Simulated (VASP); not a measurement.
A run of VASP 6.6.1:

INCAR

```
SYSTEM = Ir
PREC = Accurate
ENCUT = 500
EDIFF = 1E-6
ISMEAR = 1
SIGMA = 0.1
LREAL = .False.
LASPH = .True.
NELM = 120
ALGO = Normal
ISIF = 2
LWAVE = .False.
LCHARG = .False.
GGA = PS
NBANDS = 10
GGA_COMPAT = .False.
```

KPOINTS

```
regular mesh
0
Gamma
  13 13 13
  0 0 0
```

The input POSCAR:

```
Ir
1.0
    0.0000000000      1.8897103398      1.8897103398
    1.8897103398      0.0000000000      1.8897103398
    1.8897103398      1.8897103398      0.0000000000
Ir
1
Direct
    0.0000000000      0.0000000000      0.0000000000
```

Potentials or basis: VASP PAW PBE potentials, release 64 (Ir).

Run with:

```sh
$ cat potpaw_PBE.64/Ir/POTCAR > POTCAR
$ mpirun -np 1 vasp_std > vasp.out
```

Hardware: 1 thread of Intel(R) Xeon(R) Platinum 8375C CPU @ 2.90GHz (Ice Lake) (shared host).

**Question.** Estimate the wall time of this run.

**Answer.** It took 6.3 s on 1 thread of Intel(R) Xeon(R) Platinum 8375C CPU @ 2.90GHz (Ice Lake), on a shared host, peak memory 0.13 GiB. Counts: scf iterations 12, k points 84.
